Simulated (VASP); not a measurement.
ZnS: single point with PBE

The system is ZnS.

```
CELL_PARAMETERS angstrom
0.00000 2.72156 2.72156
2.72156 0.00000 2.72156
2.72156 2.72156 0.00000
ATOMIC_POSITIONS crystal
Zn 0.00000 0.00000 0.00000
S 0.90910 0.69697 0.69697
```

This cell differs from its parent crystal: all S atoms moved -0.500 Å, as atom 2 towards its neighbour atom 1 (Zn) at 2.357 Å.

| Item | Value |
| --- | --- |
| Program | VASP 6.6.1 |
| Task | single point |
| Functional | PBE |
| Potentials or basis | VASP PAW PBE potentials, release 64 (Zn, S) |
| Cutoff | 520 eV |
| k mesh | 8 × 8 × 8 |
| Occupations | gaussian, width 0.05 eV |
| Spin | no spin polarisation |

- Pressure: 3.6 GPa
- Largest force: 0.731 eV/Å
- Band gap on the k mesh: 2.07 eV

Forces in eV/Å, atoms in the order of the input:
```
Zn  -0.422  0.422  0.422
S    0.422 -0.422 -0.422
```

Stress tensor (GPa, compression positive):
```
 3.57  1.87  1.87
 1.87  3.57 -1.87
 1.87 -1.87  3.57
```

Levels at points of the mesh, in eV from the valence-band top:
| k point | band 7 | band 8 | band 9 | band 10 | band 11 | band 12 |
| --- | --- | --- | --- | --- | --- | --- |
| (0.00, 0.00, 0.00) | -0.24 | -0.24 | 0.00 | 2.07 | 6.59 | 6.59 |
| (0.50, 0.00, 0.00) | -4.13 | -0.68 | -0.68 | 2.70 | 6.35 | 6.35 |
| (0.00, 0.50, 0.00) | -5.19 | -1.55 | -0.25 | 3.61 | 6.16 | 8.43 |
| (0.50, 0.50, 0.00) | -4.51 | -2.35 | -1.57 | 3.02 | 4.07 | 10.64 |

It took 65 s on 1 thread of Intel Xeon 8259CL (shared host), peak memory 0.19 GiB.

Caveat: the cell differs from its parent crystal (all S atoms moved -0.500 Å, as atom 2 towards its neighbour atom 1 (Zn) at 2.357 Å); the cell stands under pressure.
